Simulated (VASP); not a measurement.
Crystal: C.

```
C
1.0
     2.55529    0.00000    0.00000
    -1.27764    2.21295    0.00000
     0.00000    0.00000    8.34550
C
8
Direct
  0.66667 0.33333 0.84375
  0.33333 0.66667 0.34375
  0.66667 0.33333 0.65625
  0.33333 0.66667 0.15625
  0.00000 0.00000 0.90625
  0.00000 0.00000 0.40625
  0.00000 0.00000 0.59375
  0.00000 0.00000 0.09375
```

Base run:

| Property | Result |
| --- | --- |
| Program | VASP 6.6.1 |
| Functional | PBE |
| Potentials or basis | VASP PAW PBE potentials, release 64 (C) |
| Cutoff | 520 eV |
| k mesh | 12 × 12 × 4 |
| Occupations | fermi-dirac, width 0.05 eV |
| Spin | no spin polarisation |

Its results: band gap on the k mesh 4.32 eV (least direct gap 5.10 eV); pressure -13.3 GPa; largest force 0.305 eV/Å.

The run is repeated on the same cell with these changes: functional from PBE to r2SCAN; dispersion from none to D4. What comes out?

Band gap on the k mesh 4.52 eV (least direct gap 5.32 eV); pressure -19.2 GPa; largest force 0.335 eV/Å.

Several settings changed at once.

Caveats: the stress differs along the axes, from -17 to -6 GPa (at least some runs); the stress differs along the axes, from -23 to -11 GPa (at least some runs); the PAW data sets were made with another functional, which shifts forces and pressure a little (at least some runs).

A k mesh can miss the band edges.
